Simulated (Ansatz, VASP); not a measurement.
Given: the input of a run of VASP 6.6.1 on CuO.

File INCAR:

```
SYSTEM = CuO
PREC = Accurate
ENCUT = 520
EDIFF = 1E-6
ISMEAR = -1
SIGMA = 0.05
LREAL = .FALSE.
LASPH = .TRUE.
NELM = 80
ALGO = Normal
ISIF = 2
LWAVE = .FALSE.
LCHARG = .FALSE.
GGA = RP
NBANDS = 25
```

The input KPOINTS:

```
Automatic mesh
0
G
  9 9 5
  0 0 0
```

File POSCAR:

```
CuO
1.0
    1.9503245957     -2.1095876644      0.0000000000
    1.9503245957      2.1095876644      0.0000000000
    0.0000000000      0.0000000000      5.0506754463
Cu O
2 2
Direct
    0.5000000000      0.0000000000      0.0000000000
    0.0000000000      0.5000000000      0.5000000000
    0.5000000000      0.5000000000      0.2500000000
    0.5000000000      0.5000000000      0.7500000000
```

Potentials or basis: VASP PAW PBE potentials, release 64 (Cu, O).

The run is started by

```console
$ cat potpaw_PBE.64/Cu/POTCAR potpaw_PBE.64/O/POTCAR > POTCAR
$ mpirun -np 1 vasp_std > vasp.out
```

**Question.** Translate it to Ansatz 0.2.0. Potentials there: Ansatz PAW.

**Answer.** As run (the cutoff follows the program's own potentials):

input.yaml

```yaml
crystal:
  lattice:
    - [1.9503245957, -2.1095876644, 0.0]
    - [1.9503245957, 2.1095876644, 0.0]
    - [0.0, 0.0, 5.0506754463]
  atoms:
    - { symbol: Cu, position: [0.5, 0.0, 0.0] }
    - { symbol: Cu, position: [0.0, 0.5, 0.5] }
    - { symbol: O, position: [0.5, 0.5, 0.25] }
    - { symbol: O, position: [0.5, 0.5, 0.75] }
hamiltonian:
  xc: rpbe
  pseudopotentials: { kind: paw }
kpoints:
  mp_grid: { grid: [9, 9, 5] }
scf:
  occupations: { method: fermi_dirac, width: 0.05 }
output:
  forces: true
  stress: true
  eigenvalues: true
```

Potentials or basis: Ansatz PAW.

Run with:

```sh
$ ansatz run input.yaml --threads 2 --pin off --max-ram 5632MiB --backend cpu --events-out ev --progress --plain --runs-dir out
```

Both were run:

|  | VASP | Ansatz | Ansatz less VASP |
| --- | --- | --- | --- |
| gap on the k mesh at the Fermi level (eV) | none | none | - |
| pressure (GPa) | 19.0 | 18.3 | -0.76 |
| traceless stress, the component that is largest in VASP (GPa) | 3.86 | 3.49 | -0.371 |

VASP's potentials were made for PBE, not for RPBE. A gap of «none» marks a metal or a gap that the smearing closes. With one functional, cell and mesh, what is left measures potentials, basis and numerics. VASP's potentials hold 34 valence electrons a cell and Ansatz's 50, so a difference there can come from the potentials and not from the codes.
